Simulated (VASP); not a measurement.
Runs of VASP 6.6.1 on W. It takes space group Im-3m (No. 229, cubic). The conventional cell has a = 3.170 Å, b = 3.170 Å, c = 3.170 Å, α = 90.00°, β = 90.00°, γ = 90.00°. Within 3.6 Å of W (site symmetry m-3m) lie 14 W at 2.75 to 3.17 Å. 

```csv
task,level,potentials or basis,U,k mesh,cutoff (eV),smearing,k mesh for the DOS,occupations for the DOS,LDAUTYPE,hund's J,gap on the mesh (eV),pressure (GPa)
single point,BLYP,"VASP PAW PBE potentials, release 64 (W_sv)",-,6 × 6 × 6,500,gaussian 0.0066 eV,-,-,-,-,none,(d)
single point,RPBE,"VASP PAW PBE potentials, release 64 (W_sv)",-,6 × 6 × 6,520,fermi-dirac 0.272114 eV,-,-,-,-,none,7.0
single point,revPBE,"VASP PAW PBE potentials, release 64 (W_sv)",-,6 × 6 × 6,520,methfessel-paxton 0.1 eV,-,-,-,-,none,5.2
single point,revPBE,"VASP PAW PBE potentials, release 64 (W_sv)",-,8 × 8 × 8,520,gaussian 0.1 eV,-,-,-,-,none,7.5
single point,PBE,"VASP PAW PBE potentials, release 64 (W_sv)",-,6 × 6 × 6,500,gaussian 0.62 eV,-,-,-,-,none,(c)
single point,PBE,"VASP PAW PBE potentials, release 64 (W_sv)",-,6 × 6 × 6,500,gaussian 0.1 eV,-,-,-,-,none,2.6
single point,r2SCAN,"VASP PAW PBE potentials, release 64 (W_sv)",-,6 × 6 × 6,520,gaussian 0.1 eV,-,-,-,-,none,-1.5
single point,LDA,"VASP PAW LDA potentials, release 64 (W_sv)",-,6 × 6 × 6,500,gaussian 0.1 eV,-,-,-,-,none,(b)
single point,PBE,"VASP PAW PBE potentials, release 64 (W_sv)",-,9 × 9 × 9,520,fermi-dirac 0.051704 eV,-,-,-,-,none,4.2
single point,PBEsol,"VASP PAW PBE potentials, release 64 (W_sv)",-,6 × 6 × 6,520,gaussian 0.1 eV,-,-,-,-,none,-6.1
single point,PBE+U,"VASP PAW PBE potentials, release 64 (W_sv)","W d U = 6.0 eV, J = 0.41 eV",6 × 6 × 6,500,gaussian 0.1 eV,-,-,1,0.41,none,(a)
```

Alike in all rows: no spin polarisation; cell as given.

**Question.** Estimate the missing entries.

**Answer.** (a) 18.8; (b) -10.4; (c) 3.1; (d) 14.4.

Caveats: some runs use coarse meshes; spin-orbit coupling is left out, which moves the levels of the heavy elements; the PAW data sets were made with another functional, which shifts forces and pressure a little (some runs); U without spin polarisation on a metal has little footing (some runs); the U is typed as a test and isn't derived for this compound (some runs).

A k mesh can miss the band edges, and the runs leave out spin-orbit coupling on W.

A gap of «none» marks levels without a gap at the run's occupations.
